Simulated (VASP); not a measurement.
# H3C2N in VASP: further runs

Runs on H3C2N. Level: PBE+D3(BJ). Tasks: single point.

All numbers are computed with VASP 6.6.1; they aren't measurements. Logs are shortened: lines on timing, memory, paths and dates and some standing lists are left out, and cuts for length are marked.

### Step 1. The cell of the first run

The cell holds an amorphous packing of atoms, 36 atoms: a = 8.052 Å, b = 8.052 Å, c = 8.052 Å, α = 90.00°, β = 90.00°, γ = 90.00°.

### Step 2. Single point, PBE+D3(BJ)

Input file INCAR:

```
SYSTEM = H3C2N
PREC = Accurate
ENCUT = 910
EDIFF = 1E-6
ISMEAR = -1
SIGMA = 0.02
LREAL = Auto
LASPH = .True.
NELM = 120
ALGO = Normal
ISIF = 2
LWAVE = .False.
LCHARG = .True.
GGA = PE
IVDW = 12
LELF = .True.
LVHAR = .True.
NBANDS = 72
GGA_COMPAT = .False.
```

Input file KPOINTS:

```
Automatic mesh
0
Gamma
  1 1 1
  0 0 0
```

Input file POSCAR:

```
H3C2N
1.0
    8.0517480000      0.0000000000      0.0000000000
    0.0000000000      8.0517480000      0.0000000000
    0.0000000000      0.0000000000      8.0517480000
C N H
12 6 18
Direct
    0.6402833273      0.3023939646      0.3605676680
    0.5684479941      0.1729313933      0.4590804382
    0.2472630788      0.5003385600      0.4943398626
    0.0724190573      0.5146832713      0.5421679864
    0.2612724591      0.9387526783      0.8483375287
    0.3319030849      1.0527900277      0.9609217775
    0.6697676082      0.7604063118      0.8658492541
    0.6100787059      0.7068775625      1.0269447082
    0.6214178586      0.3447077579      0.8117616200
    0.7545193913      0.2397243431      0.8807155912
    0.9487505073      0.8865155740      0.2702891347
    1.0076197119      0.7402616177      0.1688453240
    0.4998541932      0.0695501151      0.5312759416
   -0.0691402662      0.5407645644      0.5751918714
    0.3948583587      1.1372809979      1.0610491039
    0.5601516590      0.6628995344      1.1567798694
    0.8636758130      0.1657279885      0.9450246083
    1.0579938667      0.6380602075      0.0843916129
    0.7490423198      0.3536747548      0.4259199369
    0.6763500298      0.2499829851      0.2362344177
    0.5568107695      0.4071041468      0.3354054300
    0.3079455542      0.6117926194      0.5268669611
    0.3058963097      0.3964853346      0.5652437210
    0.2692831420      0.4842799352      0.3628528861
    0.2626013631      0.8107680469      0.8988110408
    0.1328283001      0.9810788912      0.8274600745
    0.3254821189      0.9447762151      0.7271216138
    0.7813955429      0.6887200146      0.8321174483
    0.5635173878      0.7411930925      0.7746268264
    0.7196946551      0.8899806601      0.8573417847
    0.5542150599      0.4111529571      0.9137643155
    0.6747478933      0.4374950632      0.7364736204
    0.5395101784      0.2697923482      0.7351322967
    0.8821686918      0.8544355834      0.3929333109
    1.0572114279      0.9673303238      0.2963828476
    0.8608938084      0.9603007943      0.1926041401
```

Potentials or basis: VASP PAW PBE potentials, release 64 (C_h, N_h, H_h).

Command:

```bash
$ cat potpaw_PBE.64/C_h/POTCAR potpaw_PBE.64/N_h/POTCAR potpaw_PBE.64/H_h/POTCAR > POTCAR
$ mpirun -np 1 vasp_gam > vasp.out
```

OUTCAR:

```text
SYSTEM = H3C2N
   PREC = Accurate
   ENCUT = 910
   EDIFF = 1E-6
   ISMEAR = -1
   LREAL = Auto
   LASPH = .True.
   NELM = 120
   ISIF = 2
   GGA = PE
   IVDW = 12
 IVDW          = 12

 ion  position               nearest neighbor table
   1  0.640  0.302  0.361-  21 1.10  19 1.10  20 1.12   2 1.43
   2  0.568  0.173  0.459-  13 1.16   1 1.43
   3  0.247  0.500  0.494-  22 1.05  24 1.08  23 1.12   4 1.46
   4  0.072  0.515  0.542-  14 1.19   3 1.46
   5  0.261  0.939  0.848-  26 1.10  27 1.11  25 1.11   6 1.41
   6  0.332  0.053  0.961-  15 1.17   5 1.41
   7  0.670  0.760  0.866-  28 1.10  30 1.12  29 1.14   8 1.45
   8  0.610  0.707  0.027-  16 1.17   7 1.45
   9  0.621  0.345  0.812-  32 1.05  33 1.09  31 1.12  10 1.47
  10  0.755  0.240  0.881-  17 1.18   9 1.47
  11  0.949  0.887  0.270-  35 1.11  36 1.12  34 1.15  12 1.51
  12  0.008  0.740  0.169-  18 1.14  11 1.51
  13  0.500  0.070  0.531-   2 1.16
  14  0.931  0.541  0.575-   4 1.19
  15  0.395  0.137  0.061-   6 1.17
  16  0.560  0.663  0.157-   8 1.17
  17  0.864  0.166  0.945-  10 1.18
  18  0.058  0.638  0.084-  12 1.14
[... 16 lines left out ...]
  35  0.057  0.967  0.296-  11 1.11
  36  0.861  0.960  0.193-  11 1.12

  LATTYP: Found a simple cubic cell.
 ALAT       =     8.0517480000

  Lattice vectors:

 A1 = (   8.0517480000,   0.0000000000,   0.0000000000)
 A2 = (   0.0000000000,   8.0517480000,   0.0000000000)
 A3 = (   0.0000000000,   0.0000000000,   8.0517480000)

Analysis of symmetry for initial positions (statically):
=====================================================================
 Subroutine PRICEL returns:
 Original cell was already a primitive cell.

 Routine SETGRP: Setting up the symmetry group for a
 simple cubic supercell.

 Subroutine GETGRP returns: Found  1 space group operations
 (whereof  1 operations were pure point group operations)
 out of a pool of 48 trial point group operations.

The static configuration has the point symmetry C_1 .

Analysis of symmetry for dynamics (positions and initial velocities):
=====================================================================
 Subroutine PRICEL returns:
 Original cell was already a primitive cell.

 Routine SETGRP: Setting up the symmetry group for a
 simple cubic supercell.

 Subroutine GETGRP returns: Found  1 space group operations
 (whereof  1 operations were pure point group operations)
 out of a pool of 48 trial point group operations.

The dynamic configuration has the point symmetry C_1 .

 Subroutine INISYM returns: Found  1 space group operations
 (whereof  1 operations are pure point group operations),
 and found     1 'primitive' translations

----------------------------------------------------------------------------------------

                                     Primitive cell

  volume of cell :     522.0000

  direct lattice vectors                    reciprocal lattice vectors
     8.051748000  0.000000000  0.000000000     0.124196634  0.000000000  0.000000000
     0.000000000  8.051748000  0.000000000     0.000000000  0.124196634  0.000000000
     0.000000000  0.000000000  8.051748000     0.000000000  0.000000000  0.124196634

  length of vectors
     8.051748000  8.051748000  8.051748000     0.124196634  0.124196634  0.124196634

  position of ions in fractional coordinates (direct lattice)
     0.640283327  0.302393965  0.360567668
     0.568447994  0.172931393  0.459080438
     0.247263079  0.500338560  0.494339863
     0.072419057  0.514683271  0.542167986
     0.261272459  0.938752678  0.848337529
     0.331903085  0.052790028  0.960921777
[... 28 lines left out ...]
     0.057211428  0.967330324  0.296382848
     0.860893808  0.960300794  0.192604140

  ion indices of the primitive-cell ions
   primitive index   ion index
                 1           1
                 2           2
                 3           3
                 4           4
                 5           5
                 6           6
[... 28 lines left out ...]
                35          35
                36          36

----------------------------------------------------------------------------------------

 KPOINTS: Automatic mesh

Automatic generation of k-mesh.
 Grid dimensions read from file:
 generate k-points for:    1    1    1

 Generating k-lattice:

  Cartesian coordinates                     Fractional coordinates (reciprocal lattice)
     0.124196634  0.000000000  0.000000000     1.000000000  0.000000000  0.000000000
     0.000000000  0.124196634  0.000000000     0.000000000  1.000000000  0.000000000
     0.000000000  0.000000000  0.124196634     0.000000000  0.000000000  1.000000000

  Length of vectors
     0.124196634  0.124196634  0.124196634

  Shift w.r.t. Gamma in fractional coordinates (k-lattice)
     0.000000000  0.000000000  0.000000000

 Subroutine IBZKPT returns following result:
 ===========================================

 Found      1 irreducible k-points:

 Following reciprocal coordinates:
            Coordinates               Weight
  0.000000  0.000000  0.000000      1.000000
   k-points           NKPTS =      1   k-points in BZ     NKDIM =      1   number of bands    NBANDS=     72
   number of dos      NEDOS =    301   number of ions     NIONS =     36
   total plane-waves  NPLWV = 512000
   dimension x,y,z NGX =    80 NGY =   80 NGZ =   80
   dimension x,y,z NGXF=   160 NGYF=  160 NGZF=  160
   ions per type =              12   6  18
   NGX,Y,Z   is equivalent  to a cutoff of  16.52, 16.52, 16.52 a.u.
   NGXF,Y,Z  is equivalent  to a cutoff of  33.04, 33.04, 33.04 a.u.
 SYSTEM =  H3C2N
   PREC   = accura    normal or accurate (medium, high low for compatibility)
   ISTART =      0    job   : 0-new  1-cont  2-samecut
   ICHARG =      2    charge: 1-file 2-atom 10-const
   ISPIN  =      1    spin polarized calculation?
   LNONCOLLINEAR =      F non collinear calculations
   LSORBIT =      F    spin-orbit coupling
   LASPH  =      T    aspherical Exc in radial PAW
   ENCUT  =  910.0 eV  66.88 Ry    8.18 a.u.  19.80 19.80 19.80*2*pi/ulx,y,z
   NELM   =    120;   NELMIN=  2; NELMDL= -5     # of ELM steps
   EDIFF  = 0.1E-05   stopping-criterion for ELM
   LREAL  =      T    real-space projection
   EDIFFG = 0.1E-04   stopping-criterion for IOM
   NSW    =      0    number of steps for IOM
   IBRION =     -1    ionic relax: 0-MD 1-quasi-New 2-CG
   NFREE  =      0    steps in history (QN), initial steepest desc. (CG)
   ISIF   =      2    stress and relaxation
   ISYM   =      2    0-nonsym 1-usesym 2-fastsym
   POTIM  = 0.5000    time-step for ionic-motion
   TEBEG  =    0.0;   TEEND  =   0.0 temperature during run
   PSTRESS=    0.0 pullay stress
   NELECT =      96.0000    total number of electrons
   NUPDOWN=      -1.0000    fix difference up-down
   EMIN   =  10.00;   EMAX   =-10.00  energy-range for DOS
   EFERMI =   0.00;   METHOD = LEGACY
   ISMEAR =    -1;   SIGMA  =   0.02  broadening in eV -4-tet -1-fermi 0-gaus
   EFERMI_NEDOS =   21; number of points for ismear=-14 and -15
   IALGO  =     38    algorithm
   IMIX   =      4    mixing-type and parameters
     AMIX     =   0.40;   BMIX     =  1.00
     AMIX_MAG =   1.60;   BMIX_MAG =  1.00
  volume/ion in A,a.u.               =      14.50        97.85
  Fermi-wavevector in a.u.,A,eV,Ry     =   0.930983  1.759303 11.792568  0.866729
  Thomas-Fermi vector in A             =   2.057429
   LORBIT       =      0    0 simple, 1 ext, 2 COOP (PROOUT), +10 PAW based schemes
   GGA     = PE    functional components
   LHFCALC =     F    Hartree Fock is set to
   AEXX    =    0.0000 exact exchange contribution
   IVDW    =    12    specifies the selected vdW correction
   LEPSILON=     F    determine dielectric tensor
   LRPA    =     F    only Hartree local field effects (RPA)
 non-spin polarized calculation
  energy-cutoff  :      910.00
  volume of cell :      522.00
 maximum number of plane-waves:     16266
 NGX is ok and might be reduce to    80
   NGX = 39   NGY = 39   NGZ = 39

 number of electron      96.0000000 magnetization

 Free energy of the ion-electron system (eV)
  ---------------------------------------------------
  ext. energy  EPLUGINS =         0.00000000
  ---------------------------------------------------
  free energy    TOTEN  =      -221.14785712 eV

  energy without entropy =     -221.14785712  energy(sigma->0) =     -221.14785712

 E-fermi :  -3.8560     XC(G=0):  -6.2444

 val. band max:       -4.3789892682   @ k =   0.0000   0.0000   0.0000
 cond. band min:       1.8694025555   @ k =   0.0000   0.0000   0.0000
 fundamental gap:      6.2483918237
 Fermi energy:        -3.8559655733

 k-point     1 :       0.0000    0.0000    0.0000
  band No.  band energies     occupation
      1     -19.5459      2.00000
      2     -19.3858      2.00000
      3     -19.3449      2.00000
      4     -19.2206      2.00000
      5     -19.1623      2.00000
      6     -19.0208      2.00000
[... 52 lines left out ...]
     59       3.1150      0.00000
     60       3.3308      0.00000
 [bands above 60 left out]

------------------------ aborting loop because EDIFF is reached ----------------------------------------

 Edisp (eV)   -1.61498

 E8    (eV) :    -0.3860

  FORCE on cell =-STRESS in cart. coord.  units (eV):
  Direction    XX          YY          ZZ          XY          YZ          ZX
  --------------------------------------------------------------------------------------
  -------------------------------------------------------------------------------------
  Total      -7.73727    -0.70370    -4.12586     3.97827     1.70794     0.74960
  in kB     -23.74803    -2.15986   -12.66353    12.21054     5.24218     2.30075
  external pressure =      -12.86 kB  Pullay stress =        0.00 kB

 VOLUME and BASIS-vectors are now :
 -----------------------------------------------------------------------------
  energy-cutoff  :      910.00
  volume of cell :      522.00
      direct lattice vectors                 reciprocal lattice vectors
     8.051748000  0.000000000  0.000000000     0.124196634  0.000000000  0.000000000
     0.000000000  8.051748000  0.000000000     0.000000000  0.124196634  0.000000000
     0.000000000  0.000000000  8.051748000     0.000000000  0.000000000  0.124196634

 POSITION                                       TOTAL-FORCE (eV/Angst)
 -----------------------------------------------------------------------------------
      5.15540      2.43480      2.90320         0.836609      0.010562     -0.731432
      4.57700      1.39240      3.69640        -0.351573      0.366938     -0.746057
      1.99090      4.02860      3.98030        -0.634853     -1.474813      0.855431
      0.58310      4.14410      4.36540        -2.284820      0.703119      0.055318
      2.10370      7.55860      6.83060        -0.752959     -0.534677     -1.058932
      2.67240      0.42505      7.73710         1.264242      0.905476      1.746163
[... 28 lines left out ...]
      0.46065      7.78870      2.38640        -0.246605     -0.262228     -0.027943
      6.93170      7.73210      1.55080         0.370434     -0.317932      0.255768
 -----------------------------------------------------------------------------------
    total drift:                                0.009229     -0.004577      0.013457

  FREE ENERGIE OF THE ION-ELECTRON SYSTEM (eV)
  ---------------------------------------------------
  free  energy   TOTEN  =      -222.7628341928 eV

  energy  without entropy=     -222.7628341928  energy(sigma->0) =     -222.76283419
```

Wall time 1.7 min (1 thread of Intel Xeon Platinum 8488C (Sapphire Rapids), shared host); peak memory 0.89 GiB.

Results:

| Item | Value |
| --- | --- |
| Free energy | -222.7628 eV |
| Pressure | -1.3 GPa |
| Largest force | 4.233 eV/Å |
| Band gap on the k mesh | 6.25 eV |
| Dispersion energy per atom | -0.045 eV |

Forces on the atoms (eV/Å):
```
C    0.837  0.011 -0.731
C   -0.352  0.367 -0.746
C   -0.635 -1.475  0.855
C   -2.285  0.703  0.055
C   -0.753 -0.535 -1.059
C    1.264  0.905  1.746
C   -0.146  0.161 -0.800
C   -0.233  0.113  1.298
C   -0.013 -0.764  1.593
C    0.827 -0.190  0.847
C   -0.348 -0.592  0.102
C   -1.420  3.078  2.535
N   -0.221 -0.720  0.526
N    2.712 -0.646 -0.501
N   -0.429 -0.323 -0.621
N    0.407  0.323 -1.200
N   -1.500  0.730 -1.020
N    0.825 -1.813 -1.413
H    0.053 -0.042 -0.230
H   -0.075  0.310  0.718
H   -0.176 -0.135  0.073
H    0.750  1.361  0.512
H   -0.248  0.371 -0.368
H   -0.346 -0.253 -0.579
H   -0.123  0.314 -0.074
H   -0.135 -0.331 -0.027
H    0.018 -0.034  0.179
H   -0.338 -0.365 -0.156
H    1.145  0.251  0.465
H   -0.774 -0.350  0.456
H    0.190 -0.694 -0.377
H    0.856  1.027 -1.022
H   -0.305 -0.134  0.171
H    0.843 -0.054 -1.436
H   -0.247 -0.262 -0.028
H    0.370 -0.318  0.256
```

Caveat: the k points lie up to 0.78 Å⁻¹ apart; the cutoff is under 1.25 times the usual one of these potentials, so pressure, stress and relaxed cells hold a basis-set (Pulay) error.

### Step 3. Single point, PBE+D3(BJ)

Input file INCAR:

```
  ALGO = Normal
  EDIFF = 1E-6
  ENCUT = 910
  GGA = PE
  GGA_COMPAT = F
  ISIF = 2
  ISMEAR = -1
  IVDW = 12
  LASPH = T
  LCHARG = F
  LREAL = Auto
  LWAVE = F
  NBANDS = 72
  NELM = 120
  PREC = Accurate
  SIGMA = 0.02
```

Input file KPOINTS:

```
k-points
0
Gamma
  1 1 1
```

Input file POSCAR:

```
H3C2N
1.0
    8.0517480000      0.0000000000      0.0000000000
    0.0000000000      8.0517480000      0.0000000000
    0.0000000000      0.0000000000      8.0517480000
C N H
12 6 18
Direct
    0.6135065330      0.3234825531      0.3719564994
    0.5357221811      0.1837613398      0.4492937434
    0.2381097868      0.4818829402      0.4954327930
    0.0690036499      0.5071072766      0.5576428870
    0.2716056191      0.9302824679      0.8560749790
    0.3564319201      1.0405318199      0.9708450885
    0.6682648290      0.7799300226      0.8519516507
    0.6144504274      0.7292826353      1.0177789966
    0.6536841441      0.3730370101      0.8089671957
    0.7606671247      0.2515602823      0.8874097898
    0.9444905628      0.8620239978      0.2671097009
    1.0051730382      0.7243147699      0.1635297081
    0.4653275289      0.0869252242      0.5318348264
   -0.0678610409      0.5428634875      0.5944920283
    0.4350732288      1.1354801467      1.0419973402
    0.5807558806      0.6786476676      1.1507314933
    0.8461392483      0.1429006472      0.9272272307
    1.0486915388      0.6069116917      0.0928369840
    0.7284132588      0.3676965548      0.4433819836
    0.6647749035      0.3003943988      0.2488900547
    0.5363059053      0.4364766508      0.3599715242
    0.3225510783      0.5854380937      0.5145839140
    0.3000218089      0.3651381042      0.5468626191
    0.2242121835      0.4756482692      0.3634241906
    0.2894526754      0.8021736398      0.9015433667
    0.1387276403      0.9635174871      0.8650792350
    0.3242774116      0.9387650980      0.7366474957
    0.7816563559      0.7193965832      0.8212999215
    0.5718261426      0.7484710152      0.7604063118
    0.6786849266      0.9198747899      0.8608441297
    0.5982924453      0.4573292656      0.9010217409
    0.7176702500      0.4510821750      0.7199057894
    0.5442296505      0.3213215317      0.7579844774
    0.8701091986      0.8102836800      0.3751731922
    1.0499956034      0.9415843616      0.3141429662
    0.8714505223      0.9501415096      0.1812153088
```

Potentials or basis: VASP PAW PBE potentials, release 64 (C_h, N_h, H_h).

Command:

```bash
$ cat potpaw_PBE.64/C_h/POTCAR potpaw_PBE.64/N_h/POTCAR potpaw_PBE.64/H_h/POTCAR > POTCAR
$ mpirun -np 1 vasp_gam > vasp.out
```

Wall time 2 min (1 thread of Intel Xeon Platinum 8488C (Sapphire Rapids), shared host); peak memory 0.89 GiB.

Results (log left out):

```yaml
Free_energy: -222.5386 eV
Pressure: -0.6 GPa
Largest_force: 2.521 eV/Å
Band_gap_on_the_k_mesh: 6.15 eV
Dispersion_energy_per_atom: -0.045 eV
```

Forces in eV/Å, atoms in the order of the input:
```
C    1.892  1.256  0.133
C   -0.653 -0.235  0.828
C   -0.060 -1.169  1.052
C   -0.764  0.873  0.420
C   -0.845 -0.425  2.337
C   -0.499 -0.971 -1.580
C   -1.466  1.543  1.010
C   -0.099 -0.991  1.161
C    0.129  0.895  1.464
C   -0.537  0.281 -1.028
C   -0.167  0.841 -0.506
C   -0.338  0.753  1.145
N    0.483  0.277 -0.703
N    1.625 -0.493 -0.459
N    0.831  1.220  1.308
N    0.201  0.698 -1.385
N    0.418 -0.258  0.493
N    0.233 -0.370 -0.470
H   -1.077 -0.579 -0.262
H   -0.269 -0.399 -0.328
H   -0.138 -0.473  0.030
H   -0.094  0.484  0.460
H   -0.815  0.948 -0.509
H    0.068 -0.436 -1.113
H   -0.308  0.057 -0.011
H    0.102 -0.255 -0.457
H    0.386  0.454 -1.480
H    1.038 -0.278 -0.296
H    0.129  0.055  0.015
H    0.279 -0.943 -0.453
H    0.351 -0.055  0.335
H    0.425 -0.067 -0.274
H   -0.787 -1.095 -0.737
H    0.454  0.545 -0.995
H   -0.515 -0.746 -0.205
H    0.389 -0.941  1.062
```

Stress tensor (GPa, compression positive):
```
-0.75  0.67  0.18
 0.67 -0.77  1.11
 0.18  1.11 -0.38
```

Levels at points of the mesh, in eV from the valence-band top:
| k point | band 45 | band 46 | band 47 | band 48 | band 49 | band 50 | band 51 | band 52 |
| --- | --- | --- | --- | --- | --- | --- | --- | --- |
| (0.00, 0.00, 0.00) | -0.31 | -0.20 | -0.16 | 0.00 | 6.15 | 6.52 | 6.64 | 6.76 |

Caveat: the k points lie up to 0.78 Å⁻¹ apart; the cutoff is under 1.25 times the usual one of these potentials, so pressure, stress and relaxed cells hold a basis-set (Pulay) error.
